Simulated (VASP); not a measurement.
# MgS (F-43m) in VASP: single point with LDA

Aim: the single point of MgS with LDA.

All numbers are computed with VASP 6.6.1; they aren't measurements. Logs are shortened: lines on timing, memory, paths and dates and some standing lists are left out, and cuts for length are marked.

## 1. The cell of the first run

The structure is cubic, space group F-43m (No. 216). Conventional cell: a = 5.666 Å, b = 5.666 Å, c = 5.666 Å, α = 90.00°, β = 90.00°, γ = 90.00°. Within 3.2 Å of Mg (site symmetry -43m) lie 4 S at 2.45 Å. S (site symmetry -43m) has 4 Mg at 2.45 Å within 3.2 Å.

## 2. Single point, LDA

INCAR reads:

```
SYSTEM = MgS
  PREC = Accurate
  ENCUT = 520
  EDIFF = 1E-6
  ISMEAR = -1
  SIGMA = 0.01
  LREAL = .FALSE.
  LASPH = .TRUE.
  NELM = 60
  ALGO = Normal
  ISIF = 2
  LWAVE = .FALSE.
  LCHARG = .TRUE.
  LELF = .TRUE.
  LVHAR = .TRUE.
  NBANDS = 11
```

KPOINTS reads:

```
Automatic mesh
0
G
  2 2 2
  0 0 0
```

POSCAR reads:

```
MgS
1.0
    0.0000000000      2.8331200000      2.8331200000
    2.8331200000      0.0000000000      2.8331200000
    2.8331200000      2.8331200000      0.0000000000
Mg S
1 1
Direct
    0.0000000000      0.0000000000      0.0000000000
    0.7500000000      0.7500000000      0.7500000000
```

Potentials or basis: VASP PAW LDA potentials, release 64 (Mg, S).

On the command line:

```sh
> cat potpaw_LDA.64/Mg/POTCAR potpaw_LDA.64/S/POTCAR > POTCAR
> mpirun -np 1 vasp_std > vasp.out
```

OUTCAR:

```text
SYSTEM = MgS
   PREC = Accurate
   ENCUT = 520
   EDIFF = 1E-6
   ISMEAR = -1
   LREAL = .FALSE.
   LASPH = .TRUE.
   NELM = 60
   ISIF = 2

 ion  position               nearest neighbor table
   1  0.000  0.000  0.000-   2 2.45   2 2.45   2 2.45   2 2.45
   2  0.750  0.750  0.750-   1 2.45   1 2.45   1 2.45   1 2.45

  LATTYP: Found a face centered cubic cell.
 ALAT       =     5.6662400000

  Lattice vectors:

 A1 = (   0.0000000000,   2.8331200000,   2.8331200000)
 A2 = (   2.8331200000,   0.0000000000,   2.8331200000)
 A3 = (   2.8331200000,   2.8331200000,   0.0000000000)

Analysis of symmetry for initial positions (statically):
=====================================================================
 Subroutine PRICEL returns:
 Original cell was already a primitive cell.

 Routine SETGRP: Setting up the symmetry group for a
 face centered cubic supercell.

 Subroutine GETGRP returns: Found 24 space group operations
 (whereof 24 operations were pure point group operations)
 out of a pool of 48 trial point group operations.

The static configuration has the point symmetry T_d .

Analysis of symmetry for dynamics (positions and initial velocities):
=====================================================================
 Subroutine PRICEL returns:
 Original cell was already a primitive cell.

 Routine SETGRP: Setting up the symmetry group for a
 face centered cubic supercell.

 Subroutine GETGRP returns: Found 24 space group operations
 (whereof 24 operations were pure point group operations)
 out of a pool of 48 trial point group operations.

The dynamic configuration has the point symmetry T_d .

 Subroutine INISYM returns: Found 24 space group operations
 (whereof 24 operations are pure point group operations),
 and found     1 'primitive' translations

----------------------------------------------------------------------------------------

                                     Primitive cell

  volume of cell :      45.4805

  direct lattice vectors                    reciprocal lattice vectors
     0.000000000  2.833120000  2.833120000    -0.176483876  0.176483876  0.176483876
     2.833120000  0.000000000  2.833120000     0.176483876 -0.176483876  0.176483876
     2.833120000  2.833120000  0.000000000     0.176483876  0.176483876 -0.176483876

  length of vectors
     4.006636728  4.006636728  4.006636728     0.305679041  0.305679041  0.305679041

  position of ions in fractional coordinates (direct lattice)
     0.000000000  0.000000000  0.000000000
     0.750000000  0.750000000  0.750000000

  ion indices of the primitive-cell ions
   primitive index   ion index
                 1           1
                 2           2

----------------------------------------------------------------------------------------

 KPOINTS: Automatic mesh

Automatic generation of k-mesh.
 Grid dimensions read from file:
 generate k-points for:    2    2    2

 Generating k-lattice:

  Cartesian coordinates                     Fractional coordinates (reciprocal lattice)
    -0.088241938  0.088241938  0.088241938     0.500000000  0.000000000  0.000000000
     0.088241938 -0.088241938  0.088241938     0.000000000  0.500000000  0.000000000
     0.088241938  0.088241938 -0.088241938     0.000000000  0.000000000  0.500000000

  Length of vectors
     0.152839520  0.152839520  0.152839520

  Shift w.r.t. Gamma in fractional coordinates (k-lattice)
     0.000000000  0.000000000  0.000000000

 Subroutine IBZKPT returns following result:
 ===========================================

 Found      3 irreducible k-points:

 Following reciprocal coordinates:
            Coordinates               Weight
  0.000000  0.000000  0.000000      1.000000
  0.500000  0.000000  0.000000      4.000000
  0.500000  0.500000  0.000000      3.000000
   k-points           NKPTS =      3   k-points in BZ     NKDIM =      3   number of bands    NBANDS=     11
   number of dos      NEDOS =    301   number of ions     NIONS =      2
   total plane-waves  NPLWV =  27000
   dimension x,y,z NGX =    30 NGY =   30 NGZ =   30
   dimension x,y,z NGXF=    60 NGYF=   60 NGZF=   60
   ions per type =               1   1
   NGX,Y,Z   is equivalent  to a cutoff of  12.45, 12.45, 12.45 a.u.
   NGXF,Y,Z  is equivalent  to a cutoff of  24.90, 24.90, 24.90 a.u.
 SYSTEM =  MgS
   PREC   = accura    normal or accurate (medium, high low for compatibility)
   ISTART =      0    job   : 0-new  1-cont  2-samecut
   ICHARG =      2    charge: 1-file 2-atom 10-const
   ISPIN  =      1    spin polarized calculation?
   LNONCOLLINEAR =      F non collinear calculations
   LSORBIT =      F    spin-orbit coupling
   LASPH  =      T    aspherical Exc in radial PAW
   ENCUT  =  520.0 eV  38.22 Ry    6.18 a.u.   7.45  7.45  7.45*2*pi/ulx,y,z
   NELM   =     60;   NELMIN=  2; NELMDL= -5     # of ELM steps
   EDIFF  = 0.1E-05   stopping-criterion for ELM
   LREAL  =      F    real-space projection
   EDIFFG = 0.1E-04   stopping-criterion for IOM
   NSW    =      0    number of steps for IOM
   IBRION =     -1    ionic relax: 0-MD 1-quasi-New 2-CG
   NFREE  =      0    steps in history (QN), initial steepest desc. (CG)
   ISIF   =      2    stress and relaxation
   ISYM   =      2    0-nonsym 1-usesym 2-fastsym
   POTIM  = 0.5000    time-step for ionic-motion
   TEBEG  =    0.0;   TEEND  =   0.0 temperature during run
   PSTRESS=    0.0 pullay stress
   NELECT =       8.0000    total number of electrons
   NUPDOWN=      -1.0000    fix difference up-down
   EMIN   =  10.00;   EMAX   =-10.00  energy-range for DOS
   EFERMI =   0.00;   METHOD = LEGACY
   ISMEAR =    -1;   SIGMA  =   0.01  broadening in eV -4-tet -1-fermi 0-gaus
   EFERMI_NEDOS =   21; number of points for ismear=-14 and -15
   IALGO  =     38    algorithm
   IMIX   =      4    mixing-type and parameters
     AMIX     =   0.40;   BMIX     =  1.00
     AMIX_MAG =   1.60;   BMIX_MAG =  1.00
  volume/ion in A,a.u.               =      22.74       153.46
  Fermi-wavevector in a.u.,A,eV,Ry     =   0.917269  1.733386 11.447693  0.841382
  Thomas-Fermi vector in A             =   2.042218
   LORBIT       =      0    0 simple, 1 ext, 2 COOP (PROOUT), +10 PAW based schemes
   GGA     = CA    functional components
   LHFCALC =     F    Hartree Fock is set to
   AEXX    =    0.0000 exact exchange contribution
   IVDW    =     0    specifies the selected vdW correction
   LEPSILON=     F    determine dielectric tensor
   LRPA    =     F    only Hartree local field effects (RPA)
 non-spin polarized calculation
  energy-cutoff  :      520.00
  volume of cell :       45.48
 maximum number of plane-waves:      1243
 NGX is ok and might be reduce to    30
   NGX = 15   NGY = 15   NGZ = 15

 number of electron       8.0000001 magnetization

 Free energy of the ion-electron system (eV)
  ---------------------------------------------------
  ext. energy  EPLUGINS =         0.00000000
  ---------------------------------------------------
  free energy    TOTEN  =        -8.59731528 eV

  energy without entropy =       -8.59731528  energy(sigma->0) =       -8.59731528

 E-fermi :   1.4283     XC(G=0):  -8.6748

 val. band max:        1.1811380770   @ k =   0.0000   0.0000   0.0000
 cond. band min:       4.1878409500   @ k =   0.0000   0.0000   0.0000
 fundamental gap:      3.0067028729
 Fermi energy:         1.4282927168

 k-point     1 :       0.0000    0.0000    0.0000
  band No.  band energies     occupation
      1     -10.0393      2.00000
      2       1.1811      2.00000
      3       1.1811      2.00000
      4       1.1811      2.00000
      5       4.1878      0.00000
      6       8.7245      0.00000
      7       8.7245      0.00000
      8       8.7245      0.00000
      9      11.7337      0.00000
     10      11.7337      0.00000
     11      14.2528      0.00000

 k-point     2 :       0.5000    0.0000    0.0000
  band No.  band energies     occupation
      1      -9.3068      2.00000
      2      -2.1477      2.00000
      3       0.8339      2.00000
      4       0.8339      2.00000
      5       5.8322      0.00000
      6       8.4101      0.00000
      7       8.4101      0.00000
      8       9.3923      0.00000
      9      13.5166      0.00000
     10      14.1542      0.00000
     11      14.1542      0.00000

 k-point     3 :       0.5000    0.5000    0.0000
  band No.  band energies     occupation
      1      -9.0700      2.00000
      2      -1.8064      2.00000
      3       0.0790      2.00000
      4       0.0790      2.00000
      5       4.5890      0.00000
      6       6.3824      0.00000
      7      11.9608      0.00000
      8      12.9815      0.00000
      9      12.9815      0.00000
     10      14.8948      0.00000
     11      14.8959      0.00000

------------------------ aborting loop because EDIFF is reached ----------------------------------------

  FORCE on cell =-STRESS in cart. coord.  units (eV):
  Direction    XX          YY          ZZ          XY          YZ          ZX
  --------------------------------------------------------------------------------------
  -------------------------------------------------------------------------------------
  Total        0.1969950      0.1969950      0.1969950      0.0000000     -0.0000000     -0.0000000
  in kB        6.9397032      6.9397032      6.9397032      0.0000000     -0.0000000     -0.0000000
  external PRESSURE =       6.9397032 kB  Pullay stress =       0.0000000 kB

 VOLUME and BASIS-vectors are now :
 -----------------------------------------------------------------------------
  energy-cutoff  :      520.00
  volume of cell :       45.48
      direct lattice vectors                 reciprocal lattice vectors
     0.000000000  2.833120000  2.833120000    -0.176483876  0.176483876  0.176483876
     2.833120000  0.000000000  2.833120000     0.176483876 -0.176483876  0.176483876
     2.833120000  2.833120000  0.000000000     0.176483876  0.176483876 -0.176483876

 POSITION                                       TOTAL-FORCE (eV/Angst)
 -----------------------------------------------------------------------------------
      0.00000      0.00000      0.00000         0.000000      0.000000      0.000000
      4.24968      4.24968      4.24968        -0.000000     -0.000000     -0.000000
 -----------------------------------------------------------------------------------
    total drift:                                0.000000      0.000000      0.000000

  FREE ENERGIE OF THE ION-ELECTRON SYSTEM (eV)
  ---------------------------------------------------
  free  energy   TOTEN  =        -8.5973152822 eV

  energy  without entropy=       -8.5973152822  energy(sigma->0) =       -8.59731528
```

It took 5.8 s on 1 thread of AMD EPYC 7R43 (Zen 3), shared host; peak memory 0.11 GiB.

What came out:

| Property | Result |
| --- | --- |
| Free energy | -8.5973 eV |
| Pressure | 0.7 GPa |
| Band gap on the k mesh | 3.01 eV, direct |

Levels at points of the mesh, in eV from the valence-band top:
| k point | band 2 | band 3 | band 4 | band 5 | band 6 | band 7 |
| --- | --- | --- | --- | --- | --- | --- |
| (0.00, 0.00, 0.00) | 0.00 | 0.00 | 0.00 | 3.01 | 7.54 | 7.54 |
| (0.50, 0.00, 0.00) | -3.33 | -0.35 | -0.35 | 4.65 | 7.23 | 7.23 |
| (0.50, 0.50, 0.00) | -2.99 | -1.10 | -1.10 | 3.41 | 5.20 | 10.78 |

Caveat: the k points lie up to 0.96 Å⁻¹ apart. A k mesh can miss the band edges.
